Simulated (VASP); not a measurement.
# Pd (I4/mmm) in VASP: single point with r2SCAN

Aim: the single point of Pd with r2SCAN.

Program: VASP 6.6.1. These are calculated values, not measurements. Logs are shortened: lines on timing, memory, paths and dates and some standing lists are left out, and cuts for length are marked.

## (1) The cell of the first run

The structure is tetragonal, space group I4/mmm (No. 139). The conventional cell has a = 2.613 Å, b = 2.613 Å, c = 3.890 Å, α = 90.00°, β = 90.00°, γ = 90.00°. Pd (site symmetry 4/mmm) has 12 Pd at 2.61 to 2.68 Å within 3.4 Å.

## (2) Single point, r2SCAN (strain -0.050 along x and y, +0.000 along z)

The input, POSCAR:

```
Pd
1.0
    0.0000000000      1.8476550000      1.9449000000
    1.8476550000      0.0000000000      1.9449000000
    1.8476550000      1.8476550000      0.0000000000
Pd
1
Direct
    0.0000000000      0.0000000000      0.0000000000
```

The input, INCAR.step1:

```
PREC = Accurate
ENCUT = 520
ISMEAR = 0
SIGMA = 0.15
LREAL = F
LASPH = T
NELM = 100
NBANDS = 11
GGA = PE
ALGO = Normal
EDIFF = 1E-4
LWAVE = T
LCHARG = F
```

The input, INCAR.step2:

```
PREC = Accurate
ENCUT = 520
EDIFF = 1E-7
ISMEAR = 0
SIGMA = 0.15
LREAL = F
LASPH = T
NELM = 100
ALGO = Normal
ISIF = 2
LWAVE = F
LCHARG = F
METAGGA = R2SCAN
LMIXTAU = T
NBANDS = 11
ISTART = 1
```

The input, KPOINTS:

```
Automatic mesh
0
Gamma
  20 20 20
```

Potentials or basis: VASP PAW PBE potentials, release 64 (Pd).

The run is started by

```
cat potpaw_PBE.64/Pd/POTCAR > POTCAR
cp INCAR.step1 INCAR
mpirun -np 1 vasp_std > vasp.out
cp INCAR.step2 INCAR
mpirun -np 1 vasp_std > vasp.out
```

OUTCAR:

```text
PREC = Accurate
   ENCUT = 520
   EDIFF = 1E-7
   ISMEAR = 0
   LREAL = F
   LASPH = T
   NELM = 100
   ISIF = 2
   METAGGA = R2SCAN
   ISTART = 1

 ion  position               nearest neighbor table
   1  0.000  0.000  0.000-

  LATTYP: Found a body centered tetragonal cell.
 ALAT       =     2.6129787596
 C/A-ratio  =     1.4886458551

  Lattice vectors:

 A1 = (  -1.8476550000,   0.0000000000,   1.9449000000)
 A2 = (   1.8476550000,   0.0000000000,   1.9449000000)
 A3 = (   0.0000000000,   1.8476550000,  -1.9449000000)

Analysis of symmetry for initial positions (statically):
=====================================================================
 Subroutine PRICEL returns:
 Original cell was already a primitive cell.

 Routine SETGRP: Setting up the symmetry group for a
 body centered tetragonal supercell.

 Subroutine GETGRP returns: Found 16 space group operations
 (whereof 16 operations were pure point group operations)
 out of a pool of 16 trial point group operations.

The static configuration has the point symmetry D_4h.

Analysis of symmetry for dynamics (positions and initial velocities):
=====================================================================
 Subroutine PRICEL returns:
 Original cell was already a primitive cell.

 Routine SETGRP: Setting up the symmetry group for a
 body centered tetragonal supercell.

 Subroutine GETGRP returns: Found 16 space group operations
 (whereof 16 operations were pure point group operations)
 out of a pool of 16 trial point group operations.

The dynamic configuration has the point symmetry D_4h.

 Subroutine INISYM returns: Found 16 space group operations
 (whereof 16 operations are pure point group operations),
 and found     1 'primitive' translations

----------------------------------------------------------------------------------------

                                     Primitive cell

  volume of cell :      13.2791

  direct lattice vectors                    reciprocal lattice vectors
     0.000000000  1.847655000  1.944900000    -0.270613291  0.270613291  0.257082626
     1.847655000  0.000000000  1.944900000     0.270613291 -0.270613291  0.257082626
     1.847655000  1.847655000  0.000000000     0.270613291  0.270613291 -0.257082626

  length of vectors
     2.682622785  2.682622785  2.612978760     0.461036423  0.461036423  0.461036423

  position of ions in fractional coordinates (direct lattice)
     0.000000000  0.000000000  0.000000000

  ion indices of the primitive-cell ions
   primitive index   ion index
                 1           1

----------------------------------------------------------------------------------------

 KPOINTS: Automatic mesh

Automatic generation of k-mesh.
 Grid dimensions read from file:
 generate k-points for:   20   20   20

 Generating k-lattice:

  Cartesian coordinates                     Fractional coordinates (reciprocal lattice)
    -0.013530665  0.013530665  0.012854131     0.050000000  0.000000000  0.000000000
     0.013530665 -0.013530665  0.012854131     0.000000000  0.050000000  0.000000000
     0.013530665  0.013530665 -0.012854131     0.000000000  0.000000000  0.050000000

  Length of vectors
     0.023051821  0.023051821  0.023051821

  Shift w.r.t. Gamma in fractional coordinates (k-lattice)
     0.000000000  0.000000000  0.000000000

 Subroutine IBZKPT returns following result:
 ===========================================

 Found    641 irreducible k-points:

 Following reciprocal coordinates:
            Coordinates               Weight
  0.000000  0.000000  0.000000      1.000000
  0.050000  0.000000  0.000000      8.000000
  0.100000  0.000000  0.000000      8.000000
  0.150000  0.000000  0.000000      8.000000
  0.200000  0.000000  0.000000      8.000000
  0.250000  0.000000  0.000000      8.000000
[... 16 lines left out ...]
 -0.400000  0.050000  0.000000      8.000000
 -0.350000  0.050000  0.000000      8.000000
 [... further k-points ...]
   k-points           NKPTS =    641   k-points in BZ     NKDIM =    641   number of bands    NBANDS=     11
   number of dos      NEDOS =    301   number of ions     NIONS =      1
   total plane-waves  NPLWV =   8000
   dimension x,y,z NGX =    20 NGY =   20 NGZ =   20
   dimension x,y,z NGXF=    40 NGYF=   40 NGZF=   40
   ions per type =               1
   NGX,Y,Z   is equivalent  to a cutoff of  12.39, 12.39, 12.72 a.u.
   NGXF,Y,Z  is equivalent  to a cutoff of  24.79, 24.79, 25.45 a.u.
 SYSTEM =  unknown system
   PREC   = accura    normal or accurate (medium, high low for compatibility)
   ISTART =      1    job   : 0-new  1-cont  2-samecut
   ICHARG =      0    charge: 1-file 2-atom 10-const
   ISPIN  =      1    spin polarized calculation?
   LNONCOLLINEAR =      F non collinear calculations
   LSORBIT =      F    spin-orbit coupling
   LASPH  =      T    aspherical Exc in radial PAW
   ENCUT  =  520.0 eV  38.22 Ry    6.18 a.u.   4.99  4.99  4.86*2*pi/ulx,y,z
   NELM   =    100;   NELMIN=  2; NELMDL=  0     # of ELM steps
   EDIFF  = 0.1E-06   stopping-criterion for ELM
   LREAL  =      F    real-space projection
   EDIFFG = 0.1E-05   stopping-criterion for IOM
   NSW    =      0    number of steps for IOM
   IBRION =     -1    ionic relax: 0-MD 1-quasi-New 2-CG
   NFREE  =      0    steps in history (QN), initial steepest desc. (CG)
   ISIF   =      2    stress and relaxation
   ISYM   =      2    0-nonsym 1-usesym 2-fastsym
   POTIM  = 0.5000    time-step for ionic-motion
   TEBEG  =    0.0;   TEEND  =   0.0 temperature during run
   PSTRESS=    0.0 pullay stress
   NELECT =      10.0000    total number of electrons
   NUPDOWN=      -1.0000    fix difference up-down
   EMIN   =  10.00;   EMAX   =-10.00  energy-range for DOS
   EFERMI =   0.00;   METHOD = LEGACY
   ISMEAR =     0;   SIGMA  =   0.15  broadening in eV -4-tet -1-fermi 0-gaus
   EFERMI_NEDOS =   21; number of points for ismear=-14 and -15
   IALGO  =     38    algorithm
   IMIX   =      4    mixing-type and parameters
     AMIX     =   0.40;   BMIX     =  1.00
     AMIX_MAG =   1.60;   BMIX_MAG =  1.00
  volume/ion in A,a.u.               =      13.28        89.61
  Fermi-wavevector in a.u.,A,eV,Ry     =   1.489424  2.814604 30.182964  2.218385
  Thomas-Fermi vector in A             =   2.602335
   LORBIT       =      0    0 simple, 1 ext, 2 COOP (PROOUT), +10 PAW based schemes
   METAGGA = R2SCAN    functional components
   LHFCALC =     F    Hartree Fock is set to
   AEXX    =    0.0000 exact exchange contribution
   IVDW    =     0    specifies the selected vdW correction
   LEPSILON=     F    determine dielectric tensor
   LRPA    =     F    only Hartree local field effects (RPA)
 non-spin polarized calculation
 Gauss-broadening in eV      SIGMA  =   0.15
  energy-cutoff  :      520.00
  volume of cell :       13.28
 maximum number of plane-waves:       372
   NGX =  9   NGY =  9   NGZ =  9

 number of electron       9.9999999 magnetization

 Free energy of the ion-electron system (eV)
  ---------------------------------------------------
  ext. energy  EPLUGINS =         0.00000000
  ---------------------------------------------------
  free energy    TOTEN  =       -22.80426927 eV

  energy without entropy =      -22.78180875  energy(sigma->0) =      -22.79303901

 E-fermi :  11.4885     XC(G=0): -14.9273

 val. band max:       11.4862323228   @ k =  -0.0500   0.4500   0.4000
 cond. band min:      11.4906576032   @ k =  -0.4000   0.4000   0.1500
 fundamental gap:      0.0044252803
 Fermi energy:        11.4885065509

 k-point     1 :       0.0000    0.0000    0.0000
  band No.  band energies     occupation
      1       3.4167      2.00000
      2       7.6565      2.00000
      3       8.2383      2.00000
      4       8.2384      2.00000
      5       9.6328      2.00000
      6      10.2492      2.00000
      7      29.5770      0.00000
      8      33.6105      0.00000
      9      34.1845      0.00000
     10      35.6710      0.00000
     11      35.6710      0.00000

 k-point     2 :       0.0500    0.0000    0.0000
  band No.  band energies     occupation
      1       3.5209      2.00000
      2       7.6745      2.00000
      3       8.2174      2.00000
      4       8.2766      2.00000
      5       9.6204      2.00000
      6      10.2225      2.00000
      7      29.7068      0.00000
      8      33.5960      0.00000
      9      34.0441      0.00000
     10      35.2950      0.00000
     11      35.8067      0.00000

 k-point     3 :       0.1000    0.0000    0.0000
  band No.  band energies     occupation
      1       3.8228      2.00000
      2       7.7006      2.00000
      3       8.1845      2.00000
      4       8.3812      2.00000
      5       9.6009      2.00000
      6      10.1548      2.00000
      7      30.0468      0.00000
      8      32.9760      0.00000
      9      33.6544      0.00000
     10      35.2718      0.00000
     11      36.1987      0.00000

 k-point     4 :       0.1500    0.0000    0.0000
  band No.  band energies     occupation
      1       4.2822      2.00000
      2       7.6944      2.00000
      3       8.1880      2.00000
      4       8.5183      2.00000
      5       9.6275      2.00000
      6      10.0864      2.00000
      7      30.3638      0.00000
      8      31.5438      0.00000
      9      33.6345      0.00000
     10      35.7954      0.00000
     11      36.7974      0.00000

 k-point     5 :       0.2000    0.0000    0.0000
  band No.  band energies     occupation
      1       4.8032      2.00000
      2       7.7410      2.00000
      3       8.1882      2.00000
      4       8.6233      2.00000
      5       9.7726      2.00000
      6      10.0877      2.00000
      7      29.4366      0.00000
      8      31.0438      0.00000
      9      33.6286      0.00000
     10      36.5287      0.00000
     11      37.4944      0.00000
[... 211 lines left out ...]
 k-point    21 :       0.5000    0.0500    0.0000
  band No.  band energies     occupation
      1       5.2206      2.00000
      2       7.6284      2.00000
      3       8.2704      2.00000
      4      10.9700      2.00000
      5      11.3442      1.82639
      6      13.1365      0.00000
      7      20.2333      0.00000
      8      28.9257      0.00000
      9      33.5971      0.00000
     10      34.0443      0.00000
     11      35.0547      0.00000

 k-point    22 :      -0.4500    0.0500    0.0000
  band No.  band energies     occupation
      1       5.2288      2.00000
      2       7.6533      2.00000
      3       8.2649      2.00000
      4      10.9489      2.00000
      5      11.2504      1.97521
      6      13.0903      0.00000
      7      20.3820      0.00000
      8      28.9414      0.00000
      9      33.5810      0.00000
     10      33.9031      0.00000
     11      35.3929      0.00000

 k-point    23 :      -0.4000    0.0500    0.0000
  band No.  band energies     occupation
      1       5.2885      2.00000
      2       7.7256      2.00000
      3       8.3138      2.00000
      4      10.5692      2.00000
      5      11.0296      1.99998
      6      12.4449      0.00000
      7      21.5410      0.00000
      8      29.1735      0.00000
      9      33.6019      0.00000
     10      34.1373      0.00000
     11      36.1081      0.00000

 k-point    24 :      -0.3500    0.0500    0.0000
  band No.  band energies     occupation
      1       5.3797      2.00000
      2       7.8322      2.00000
      3       8.4104      2.00000
      4       9.8286      2.00000
      5      10.7182      2.00000
      6      11.7132      0.03416
      7      23.2278      0.00000
      8      29.5981      0.00000
      9      33.6152      0.00000
     10      34.7233      0.00000
     11      37.1639      0.00000

 [... further k-points ...]
[... 5 lines left out ...]
  --------------------------------------------------------------------------------------
  -------------------------------------------------------------------------------------
  Total        2.7423556      2.7423556      2.3423227      0.0000000      0.0000000      0.0000000
  in kB      330.8760414    330.8760414    282.6104879      0.0000000      0.0000000      0.0000000
  external PRESSURE =     314.7875236 kB  Pullay stress =       0.0000000 kB

 VOLUME and BASIS-vectors are now :
 -----------------------------------------------------------------------------
  energy-cutoff  :      520.00
  volume of cell :       13.28
      direct lattice vectors                 reciprocal lattice vectors
     0.000000000  1.847655000  1.944900000    -0.270613291  0.270613291  0.257082626
     1.847655000  0.000000000  1.944900000     0.270613291 -0.270613291  0.257082626
     1.847655000  1.847655000  0.000000000     0.270613291  0.270613291 -0.257082626

 POSITION                                       TOTAL-FORCE (eV/Angst)
 -----------------------------------------------------------------------------------
      0.00000      0.00000      0.00000         0.000000     -0.000000      0.000000
 -----------------------------------------------------------------------------------
    total drift:                                0.000000     -0.000000      0.000000

  FREE ENERGIE OF THE ION-ELECTRON SYSTEM (eV)
  ---------------------------------------------------
  free  energy   TOTEN  =       -22.8042692680 eV

  energy  without entropy=      -22.7818087515  energy(sigma->0) =      -22.79303901
```

It took 3.4 min on 1 thread of Intel Xeon Platinum 8488C (Sapphire Rapids), shared host; peak memory 0.21 GiB.

Results:

```yaml
Free_energy: -22.8043 eV
Pressure: 31.5 GPa
Band_gap_on_the_k_mesh: zero (band 5 reaches 12.12 eV, above the bottom of band 6 at 9.87 eV)
```

Levels at points of the mesh, in eV from the Fermi level:
| k point | band 3 | band 4 | band 5 | band 6 | band 7 | band 8 |
| --- | --- | --- | --- | --- | --- | --- |
| (0.00, 0.00, 0.00) | -3.25 | -3.25 | -1.86 | -1.24 | 18.09 | 22.12 |
| (0.50, 0.00, 0.00) | -3.28 | -0.15 | 0.10 | 1.06 | 8.67 | 17.38 |
| (0.50, 0.50, 0.00) | -0.07 | 0.36 | 0.36 | 2.94 | 11.52 | 15.26 |
| (0.50, 0.00, 0.50) | -0.12 | 0.16 | 0.63 | 4.07 | 13.02 | 14.02 |

Caveat: the cell differs from its parent crystal (strain -0.050 along x and y, +0.000 along z); the PAW data sets were made with another functional, which shifts forces and pressure a little.
